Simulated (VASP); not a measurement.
# Mg (P6/mmm) in VASP: further runs, part 2 of 2

VASP 6.6.1.

**4. Single point, revPBE (volume scaled by 1.08)**

Contents of INCAR:

```
  PREC = Accurate
  ENCUT = 600
  EDIFF = 1E-6
  ISMEAR = -1
  SIGMA = 0.1
  LREAL = False
  LASPH = True
  NELM = 120
  ALGO = Normal
  ISIF = 2
  LWAVE = False
  LCHARG = True
  GGA = RE
  LELF = True
  LVHAR = True
  NBANDS = 10
  GGA_COMPAT = False
```

Contents of KPOINTS:

```
Automatic mesh
0
Gamma
  8 8 11
```

Contents of POSCAR:

```
Mg
1.0
    5.2842041438      0.0000000000      0.0000000000
   -2.6421020719      4.5762550273      0.0000000000
    0.0000000000      0.0000000000      3.2052401491
Mg
3
Direct
    1.0000000000      1.0000000000      0.0000000000
    0.3333333333      0.6666666667      0.5000000000
    0.6666666667      0.3333333333      0.5000000000
```

Potentials or basis: VASP PAW PBE potentials, release 64 (Mg).

Command:

```sh
cat potpaw_PBE.64/Mg/POTCAR > POTCAR
mpirun -np 1 vasp_std > vasp.out
```

OUTCAR:

```text
PREC = Accurate
   ENCUT = 600
   EDIFF = 1E-6
   ISMEAR = -1
   LREAL = False
   LASPH = True
   NELM = 120
   ISIF = 2
   GGA = RE

 ion  position               nearest neighbor table
   1  0.000  0.000  0.000-   2 3.45   3 3.45   2 3.45   3 3.45   2 3.45   2 3.45   3 3.45   3 3.45
                             3 3.45   3 3.45   2 3.45   2 3.45
   2  0.333  0.667  0.500-   3 3.05   3 3.05   3 3.05   1 3.45   1 3.45   1 3.45   1 3.45   1 3.45
                             1 3.45
   3  0.667  0.333  0.500-   2 3.05   2 3.05   2 3.05   1 3.45   1 3.45   1 3.45   1 3.45   1 3.45
                             1 3.45

  LATTYP: Found a hexagonal cell.
 ALAT       =     5.2842041438
 C/A-ratio  =     0.6065700836

  Lattice vectors:

 A1 = (   5.2842041438,   0.0000000000,   0.0000000000)
 A2 = (  -2.6421020719,   4.5762550273,   0.0000000000)
 A3 = (   0.0000000000,   0.0000000000,   3.2052401491)

Analysis of symmetry for initial positions (statically):
=====================================================================
 Subroutine PRICEL returns:
 Original cell was already a primitive cell.

 Routine SETGRP: Setting up the symmetry group for a
 hexagonal supercell.

 Subroutine GETGRP returns: Found 24 space group operations
 (whereof 24 operations were pure point group operations)
 out of a pool of 24 trial point group operations.

The static configuration has the point symmetry D_6h.

Analysis of symmetry for dynamics (positions and initial velocities):
=====================================================================
 Subroutine PRICEL returns:
 Original cell was already a primitive cell.

 Routine SETGRP: Setting up the symmetry group for a
 hexagonal supercell.

 Subroutine GETGRP returns: Found 24 space group operations
 (whereof 24 operations were pure point group operations)
 out of a pool of 24 trial point group operations.

The dynamic configuration has the point symmetry D_6h.

 Subroutine INISYM returns: Found 24 space group operations
 (whereof 24 operations are pure point group operations),
 and found     1 'primitive' translations

----------------------------------------------------------------------------------------

                                     Primitive cell

  volume of cell :      77.5087

  direct lattice vectors                    reciprocal lattice vectors
     5.284204144  0.000000000  0.000000000     0.189243256  0.109259645  0.000000000
    -2.642102072  4.576255027  0.000000000     0.000000000  0.218519290  0.000000000
     0.000000000  0.000000000  3.205240149     0.000000000  0.000000000  0.311989103

  length of vectors
     5.284204144  5.284204144  3.205240149     0.218519290  0.218519290  0.311989103

  position of ions in fractional coordinates (direct lattice)
     0.000000000  0.000000000  0.000000000
     0.333333333  0.666666667  0.500000000
     0.666666667  0.333333333  0.500000000

  ion indices of the primitive-cell ions
   primitive index   ion index
                 1           1
                 2           2
                 3           3

----------------------------------------------------------------------------------------

 KPOINTS: Automatic mesh

[... 46 lines left out ...]
  0.250000  0.000000  0.181818     12.000000
  0.375000 -0.000000  0.181818     12.000000
 [... further k-points ...]
   k-points           NKPTS =     60   k-points in BZ     NKDIM =     60   number of bands    NBANDS=     10
   number of dos      NEDOS =    301   number of ions     NIONS =      3
   total plane-waves  NPLWV =  49392
   dimension x,y,z NGX =    42 NGY =   42 NGZ =   28
   dimension x,y,z NGXF=    84 NGYF=   84 NGZF=   56
   ions per type =               3
   NGX,Y,Z   is equivalent  to a cutoff of  13.21, 13.21, 14.52 a.u.
   NGXF,Y,Z  is equivalent  to a cutoff of  26.43, 26.43, 29.05 a.u.
 SYSTEM =  unknown system
   PREC   = accura    normal or accurate (medium, high low for compatibility)
   ISTART =      0    job   : 0-new  1-cont  2-samecut
   ICHARG =      2    charge: 1-file 2-atom 10-const
   ISPIN  =      1    spin polarized calculation?
   LNONCOLLINEAR =      F non collinear calculations
   LSORBIT =      F    spin-orbit coupling
   LASPH  =      T    aspherical Exc in radial PAW
   ENCUT  =  600.0 eV  44.10 Ry    6.64 a.u.  10.55 10.55  6.40*2*pi/ulx,y,z
   NELM   =    120;   NELMIN=  2; NELMDL= -5     # of ELM steps
   EDIFF  = 0.1E-05   stopping-criterion for ELM
   LREAL  =      F    real-space projection
   EDIFFG = 0.1E-04   stopping-criterion for IOM
   NSW    =      0    number of steps for IOM
   IBRION =     -1    ionic relax: 0-MD 1-quasi-New 2-CG
   NFREE  =      0    steps in history (QN), initial steepest desc. (CG)
   ISIF   =      2    stress and relaxation
   ISYM   =      2    0-nonsym 1-usesym 2-fastsym
   POTIM  = 0.5000    time-step for ionic-motion
   TEBEG  =    0.0;   TEEND  =   0.0 temperature during run
   PSTRESS=    0.0 pullay stress
   NELECT =       6.0000    total number of electrons
   NUPDOWN=      -1.0000    fix difference up-down
   EMIN   =  10.00;   EMAX   =-10.00  energy-range for DOS
   EFERMI =   0.00;   METHOD = LEGACY
   ISMEAR =    -1;   SIGMA  =   0.10  broadening in eV -4-tet -1-fermi 0-gaus
   EFERMI_NEDOS =   21; number of points for ismear=-14 and -15
   IALGO  =     38    algorithm
   IMIX   =      4    mixing-type and parameters
     AMIX     =   0.40;   BMIX     =  1.00
     AMIX_MAG =   1.60;   BMIX_MAG =  1.00
  volume/ion in A,a.u.               =      25.84       174.35
  Fermi-wavevector in a.u.,A,eV,Ry     =   0.697710  1.318481  6.623311  0.486800
  Thomas-Fermi vector in A             =   1.781113
   LORBIT       =      0    0 simple, 1 ext, 2 COOP (PROOUT), +10 PAW based schemes
   GGA     = RE    functional components
   LHFCALC =     F    Hartree Fock is set to
   AEXX    =    0.0000 exact exchange contribution
   IVDW    =     0    specifies the selected vdW correction
   LEPSILON=     F    determine dielectric tensor
   LRPA    =     F    only Hartree local field effects (RPA)
 non-spin polarized calculation
  energy-cutoff  :      600.00
  volume of cell :       77.51
 maximum number of plane-waves:      2631
   NGX = 21   NGY = 21   NGZ = 13

 number of electron       6.0000000 magnetization

 Free energy of the ion-electron system (eV)
  ---------------------------------------------------
  ext. energy  EPLUGINS =         0.00000000
  ---------------------------------------------------
  free energy    TOTEN  =        -3.88945296 eV

  energy without entropy =       -3.84502621  energy(sigma->0) =       -3.86723959

 E-fermi :   2.1560     XC(G=0):  -8.0565

 val. band max:        2.1510956473   @ k =   0.1250   0.0000   0.0000
 cond. band min:       2.1608029089   @ k =   0.1250   0.0000   0.1818
 fundamental gap:      0.0097072617
 Fermi energy:         2.1560021628

 k-point     1 :       0.0000    0.0000    0.0000
  band No.  band energies     occupation
      1      -4.3067      2.00000
      2       2.4144      0.14034
      3       2.4144      0.14034
      4       2.4711      0.08212
      5       2.4711      0.08212
      6       3.2354      0.00004
      7       3.2841      0.00003
      8       9.4987      0.00000
      9      10.0012      0.00000
     10      14.6688      0.00000
[... 287 lines left out ...]
 k-point    24 :       0.3750   -0.0000    0.1818
  band No.  band energies     occupation
      1      -2.8190      2.00000
      2      -1.0571      2.00000
      3       1.3284      1.99949
      4       1.7717      1.95804
      5       6.0153      0.00000
      6       6.3347      0.00000
      7       6.9422      0.00000
      8       7.8055      0.00000
      9       9.2640      0.00000
     10       9.5694      0.00000

 [... further k-points ...]

------------------------ aborting loop because EDIFF is reached ----------------------------------------

  FORCE on cell =-STRESS in cart. coord.  units (eV):
  Direction    XX          YY          ZZ          XY          YZ          ZX
  --------------------------------------------------------------------------------------
  -------------------------------------------------------------------------------------
  Total       -1.1847638     -1.1847638     -0.9900504     -0.0000000     -0.0000000      0.0000000
  in kB      -24.4901810    -24.4901810    -20.4652721     -0.0000000     -0.0000000      0.0000000
  external PRESSURE =     -23.1485447 kB  Pullay stress =       0.0000000 kB

 VOLUME and BASIS-vectors are now :
 -----------------------------------------------------------------------------
  energy-cutoff  :      600.00
  volume of cell :       77.51
      direct lattice vectors                 reciprocal lattice vectors
     5.284204144  0.000000000  0.000000000     0.189243256  0.109259645  0.000000000
    -2.642102072  4.576255027  0.000000000     0.000000000  0.218519290  0.000000000
     0.000000000  0.000000000  3.205240149     0.000000000  0.000000000  0.311989103

 POSITION                                       TOTAL-FORCE (eV/Angst)
 -----------------------------------------------------------------------------------
      0.00000      0.00000      0.00000         0.000000      0.000000      0.000000
     -0.00000      3.05084      1.60262         0.000000     -0.000000      0.000000
      2.64210      1.52542      1.60262        -0.000000      0.000000     -0.000000
 -----------------------------------------------------------------------------------
    total drift:                                0.000000     -0.000000      0.000000

  FREE ENERGIE OF THE ION-ELECTRON SYSTEM (eV)
  ---------------------------------------------------
  free  energy   TOTEN  =        -3.8894529632 eV

  energy  without entropy=       -3.8450262114  energy(sigma->0) =       -3.86723959
```

Run time: 58 s. Hardware: 1 thread of Intel Xeon Platinum 8375C at 2.90GHz (Ice Lake), shared host; peak memory 0.23 GiB.

Results:

| Item | Value |
| --- | --- |
| Free energy | -3.8895 eV |
| Pressure | -2.3 GPa |
| Band gap on the k mesh | zero (band 3 reaches 5.11 eV, above the bottom of band 4 at 1.19 eV) |

Stress tensor (GPa, compression positive):
```
-2.45  0.00  0.00
 0.00 -2.45  0.00
 0.00  0.00 -2.05
```

Caveat: the cell differs from its parent crystal (volume scaled by 1.08); the PAW data sets were made with another functional, which shifts forces and pressure a little.

**5. Single point, revPBE (volume scaled by 1.12)**

Contents of INCAR:

```
PREC = Accurate
ENCUT = 600
EDIFF = 1E-6
ISMEAR = -1
SIGMA = 0.1
LREAL = F
LASPH = T
NELM = 120
ALGO = Normal
ISIF = 2
LWAVE = F
LCHARG = T
GGA = RE
LELF = T
LVHAR = T
NBANDS = 10
GGA_COMPAT = F
```

Contents of KPOINTS:

```
regular mesh
0
Gamma
  8 8 11
```

Contents of POSCAR:

```
Mg
1.0
    5.3486520094      0.0000000000      0.0000000000
   -2.6743260047      4.6320685162      0.0000000000
    0.0000000000      0.0000000000      3.2443322963
Mg
3
Direct
    1.0000000000      1.0000000000      0.0000000000
    0.3333333333      0.6666666667      0.5000000000
    0.6666666667      0.3333333333      0.5000000000
```

Command:

```sh
cat potpaw_PBE.64/Mg/POTCAR > POTCAR
mpirun -np 1 vasp_std > vasp.out
```

Wall time 58 s (1 thread of Intel Xeon Platinum 8375C at 2.90GHz (Ice Lake), shared host); peak memory 0.25 GiB.

It converged, with:

```yaml
Free_energy: -3.8408 eV
Pressure: -3.1 GPa
Band_gap_on_the_k_mesh: zero (band 3 reaches 4.87 eV, above the bottom of band 4 at 1.01 eV)
```

Stress tensor (GPa, compression positive):
```
-3.23  0.00  0.00
 0.00 -3.23  0.00
 0.00  0.00 -2.80
```

Levels at points of the mesh, in eV from the Fermi level:
| k point | band 1 | band 2 | band 3 | band 4 | band 5 | band 6 |
| --- | --- | --- | --- | --- | --- | --- |
| (0.00, 0.00, 0.00) | -6.31 | 0.28 | 0.28 | 0.34 | 0.34 | 0.99 |
| (0.50, 0.00, 0.00) | -4.57 | -4.57 | -1.32 | -0.97 | 5.16 | 5.27 |

Caveat: the cell differs from its parent crystal (volume scaled by 1.12); the PAW data sets were made with another functional, which shifts forces and pressure a little.

**6. Single point, revPBE**

Contents of INCAR:

```
SYSTEM = Mg
ALGO = Normal ; EDIFF = 1E-6
ENCUT = 600 ; GGA = RE
GGA_COMPAT = .FALSE. ; ISIF = 2
ISMEAR = -1 ; LASPH = .TRUE.
LCHARG = .FALSE. ; LREAL = .FALSE.
LWAVE = .FALSE. ; NBANDS = 10
NELM = 120 ; PREC = Accurate
SIGMA = 0.1
```

Contents of KPOINTS:

```
k-points
0
G
  9 9 13
  0 0 0
```

Contents of POSCAR:

```
Mg
1.0
    5.1503688829      0.0000000000      0.0000000000
   -2.5751844415      4.4603502915      0.0000000000
    0.0000000000      0.0000000000      3.1240596837
Mg
3
Direct
    1.0000000000      1.0000000000      0.0000000000
    0.3333333333      0.6666666667      0.5000000000
    0.6666666667      0.3333333333      0.5000000000
```

Potentials or basis: VASP PAW PBE potentials, release 64 (Mg).

Command:

```sh
cat potpaw_PBE.64/Mg/POTCAR > POTCAR
mpirun -np 1 vasp_std > vasp.out
```

It took 65 s on 1 thread of Intel Xeon Platinum 8375C at 2.90GHz (Ice Lake), shared host; peak memory 0.24 GiB.

It converged, with:

```yaml
Free_energy: -3.9335 eV
Pressure: -0.2 GPa
Band_gap_on_the_k_mesh: zero (band 3 reaches 5.69 eV, above the bottom of band 4 at 1.61 eV)
```

Levels at points of the mesh, in eV from the Fermi level:
| k point | band 1 | band 2 | band 3 | band 4 | band 5 | band 6 | band 7 |
| --- | --- | --- | --- | --- | --- | --- | --- |
| (0.00, 0.00, 0.00) | -6.79 | 0.21 | 0.21 | 0.26 | 0.26 | 1.26 | 1.32 |

Caveat: the PAW data sets were made with another functional, which shifts forces and pressure a little.

**7. Relaxation of cell and atoms, revPBE**

This run uses another cell than the first one, of 23.24 Å³/atom, 0.971 times its volume.

Contents of INCAR:

```
PREC = Accurate ; ENCUT = 600
EDIFF = 1E-7 ; ISMEAR = -1
SIGMA = 0.1 ; LREAL = F
LASPH = T ; NELM = 120
ALGO = Normal ; ISIF = 3
LWAVE = F ; LCHARG = F
GGA = RE ; IBRION = 2
NSW = 80 ; EDIFFG = -0.01
GGA_COMPAT = F ; NELMIN = 4
```

Contents of KPOINTS:

```
Automatic mesh
0
Gamma
  7 7 10
```

Contents of POSCAR:

```
Mg
1.0
    5.0827995274      0.0000000000      0.0000000000
   -2.5413997637      4.4018335130      0.0000000000
    0.0000000000      0.0000000000      3.1157561103
Mg
3
Direct
    0.0000000000      0.0000000000      0.0000000000
    0.3333333333      0.6666666667      0.5000000000
    0.6666666667      0.3333333333      0.5000000000
```

Command:

```sh
cat potpaw_PBE.64/Mg/POTCAR > POTCAR
mpirun -np 1 vasp_std > vasp.out
```

It took 95 s on 1 thread of Intel Xeon Platinum 8375C at 2.90GHz (Ice Lake), shared host; peak memory 0.23 GiB.

It converged, with:

```yaml
Free_energy: -3.9391 eV
Relaxed_volume: 23.81 Å³/atom
Relaxed_cell: a = 5.141 Å, b = 5.141 Å, c = 3.121 Å, α = 90.00°, β = 90.00°, γ = 120.00°
Space_group_after_relaxing_to_0.05_Å: P6/mmm (No. 191)
Energy_gained_by_relaxing: 1.9 meV/atom
Ionic_steps: 5
Pressure_after_relaxing: 0.0 GPa
Band_gap_on_the_k_mesh: zero (band 3 reaches 5.99 eV, above the bottom of band 4 at 1.65 eV)
```

Stress tensor (GPa, compression positive):
```
 0.02  0.00  0.00
 0.00  0.02  0.00
 0.00  0.00 -0.06
```

Step by step:
| step | energy change (eV) | largest force (eV/Å) | pressure (GPa) | volume (Å³) |
| --- | --- | --- | --- | --- |
| 1 | 0.0000 | 0.0000 | 0.85 | 69.71 |
| 2 | -0.0052 | 0.0000 | 0.21 | 70.97 |
| 3 | -0.0057 | 0.0000 | -0.05 | 71.52 |
| 4 | -0.0057 | 0.0000 | -0.03 | 71.48 |
| 5 | -0.0057 | 0.0000 | -0.01 | 71.43 |

Final structure:
```yaml
crystal:
  lattice:
    - [5.14103, 0.00000, 0.00000]
    - [-2.57052, 4.45226, 0.00000]
    - [0.00000, 0.00000, 3.12084]
  atoms:
    - { symbol: Mg, position: [0.00000, 0.00000, 0.00000] }
    - { symbol: Mg, position: [0.33333, 0.66667, 0.50000] }
    - { symbol: Mg, position: [0.66667, 0.33333, 0.50000] }
```

Levels at points of the mesh, in eV from the Fermi level:
```csv
k point,band 1,band 2,band 3,band 4,band 5,band 6,band 7
"(0.00, 0.00, 0.00)",-6.79,0.23,0.23,0.29,0.29,1.30,1.37
"(0.00, 0.00, 0.50)",-3.13,-2.86,3.44,3.44,3.61,3.61,3.83
```

Caveat: the PAW data sets were made with another functional, which shifts forces and pressure a little.

**8. Summary**

| task | cell | k mesh | gap on the mesh (eV) | pressure (GPa) |
| --- | --- | --- | --- | --- |
| single point | a = 5.150, b = 5.150, c = 3.124 Å, angles 90.0, 90.0, 120.0°, 3 atoms | 8 × 8 × 11 | none | -0.2 |
| single point | a = 5.218, b = 5.218, c = 3.165 Å, angles 90.0, 90.0, 120.0°, 3 atoms | 8 × 8 × 11 | none | -1.4 |
| single point | a = 5.284, b = 5.284, c = 3.205 Å, angles 90.0, 90.0, 120.0°, 3 atoms | 8 × 8 × 11 | none | -2.3 |
| single point | a = 5.349, b = 5.349, c = 3.244 Å, angles 90.0, 90.0, 120.0°, 3 atoms | 8 × 8 × 11 | none | -3.1 |
| single point | a = 5.150, b = 5.150, c = 3.124 Å, angles 90.0, 90.0, 120.0°, 3 atoms | 9 × 9 × 13 | none | -0.2 |
| relaxation of cell and atoms | relaxed from a = 5.083, b = 5.083, c = 3.116 Å, angles 90.0, 90.0, 120.0°, 3 atoms | 7 × 7 × 10 | none | 0.0 |

Alike in all rows: level revPBE; potentials or basis VASP PAW PBE potentials, release 64 (Mg); no spin polarisation; cutoff (eV) 600; smearing fermi-dirac 0.1 eV.

Caveats: the PAW data sets were made with another functional, which shifts forces and pressure a little.

Absolute energies hang on the potentials; compare differences alone.
